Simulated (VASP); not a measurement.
Set up this calculation in VASP 6.6.1, as the native input.

- Task: relaxation of cell and atoms
- Functional: PBEsol
- Potentials or basis: VASP PAW PBE potentials, release 64 (B)
- Cutoff: 600 eV
- k mesh: 22 × 22 × 22
- Occupations: fermi-dirac, width 0.1 eV
- Spin: no spin polarisation
- Target pressure: 190 GPa
- Dipole correction: no
- Further INCAR settings: ALGO = Normal; EDIFF = 1e-06; IBRION = 2; EDIFFG = -0.005; NSW = 32; ISIF = 3

The structure of B lies in POSCAR:

```
B
1.0
    1.6459917746      0.0000000000      0.0000000000
    0.0000000000      1.6459917746      0.0000000000
    0.0000000000      0.0000000000      1.6459917746
B
1
Direct
    0.0000000000      0.0000000000      0.0000000000
```

One way to write it, as run:

INCAR

```
SYSTEM = B
PREC     = Accurate       ! precision mode
ENCUT    = 600            ! plane-wave cutoff, eV
EDIFF    = 1E-6           ! SCF threshold, eV
ISMEAR   = -1             ! smearing method
SIGMA    = 0.1            ! smearing width, eV
LREAL    = .FALSE.        ! projectors in reciprocal space
LASPH    = .TRUE.         ! aspherical terms in the spheres
NELM     = 100            ! most SCF steps
ALGO     = Normal         ! electronic algorithm
ISIF     = 3              ! what is computed and relaxed
LWAVE    = .FALSE.        ! write WAVECAR
LCHARG   = .FALSE.        ! write CHGCAR
GGA      = PS             ! functional
IBRION   = 2              ! ionic algorithm
NSW      = 32             ! ionic steps
EDIFFG   = -0.005         ! ionic threshold
PSTRESS  = 1900.0
```

KPOINTS

```
Automatic mesh
0
G
  22 22 22
  0 0 0
```

Potentials or basis: VASP PAW PBE potentials, release 64 (B).

Run with:

```sh
$ cat potpaw_PBE.64/B/POTCAR > POTCAR
$ mpirun -np 1 vasp_std > vasp.out
```

Results of the run:

* Relaxed volume: 4.47 Å³/atom
* Relaxed cell: a = 1.647 Å, b = 1.647 Å, c = 1.647 Å, α = 90.00°, β = 90.00°, γ = 90.00°
* Space group after relaxing (to 0.05 Å): Pm-3m (No. 221)
* Energy change on relaxing (the enthalpy is what falls): -8.1 meV/atom
* Ionic steps: 3
* Pressure after relaxing: 190.0 GPa

Caveat: the cell is relaxed towards a set pressure, so the enthalpy falls and the energy may rise; the PAW data sets were made with another functional, which shifts forces and pressure a little.

Wall time 6.2 s on 1 thread of Intel(R) Xeon(R) Platinum 8259CL CPU @ 2.50GHz (Skylake/Cascade Lake), on a shared host, peak memory 0.11 GiB.
